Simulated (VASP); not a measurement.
HfO2, 6 atoms in the cell. The structure is monoclinic, space group Cm (No. 8). The conventional cell has a = 6.807 Å, b = 6.807 Å, c = 3.205 Å, α = 90.00°, β = 90.00°, γ = 90.00°. Hf (site symmetry m) has 6 O at 2.08 Å within 2.7 Å. Hf (site symmetry m) has 6 O at 2.04 to 2.12 Å within 2.7 Å. O (site symmetry 1) has 3 Hf at 2.08 Å and 1 O at 2.65 Å within 2.7 Å. O (site symmetry m) has 3 Hf at 2.08 Å and 1 O at 2.65 Å within 2.7 Å. O (site symmetry m) has 3 Hf at 2.04 to 2.12 Å and 1 O at 2.65 Å within 2.7 Å. 

- Program: VASP 6.6.1
- Task: single point
- Functional: PBEsol
- Potentials or basis: VASP PAW PBE potentials, release 64 (Hf_pv, O)
- Cutoff: 520 eV
- k mesh: 6 × 6 × 8
- Occupations: methfessel-paxton, width 0.01 eV
- Spin: no spin polarisation
- Dipole correction: no
- Further INCAR settings: ALGO = Normal; EDIFF = 1e-07; NBANDS = 31

Potentials or basis: VASP PAW PBE potentials, release 64 (Hf_pv, O).

Launch:

```console
$ cat potpaw_PBE.64/Hf_pv/POTCAR potpaw_PBE.64/O/POTCAR > POTCAR
$ mpirun -np 1 vasp_std > vasp.out
```

Hardware: 1 thread of Intel Xeon 8259CL, with other jobs on the host.

Q: How long does it take, and how much memory?

A: Wall time 4.7 min on 1 thread of Intel Xeon 8259CL, with other jobs on the host, peak memory 0.29 GiB. Counts: scf iterations 14, k points 89.
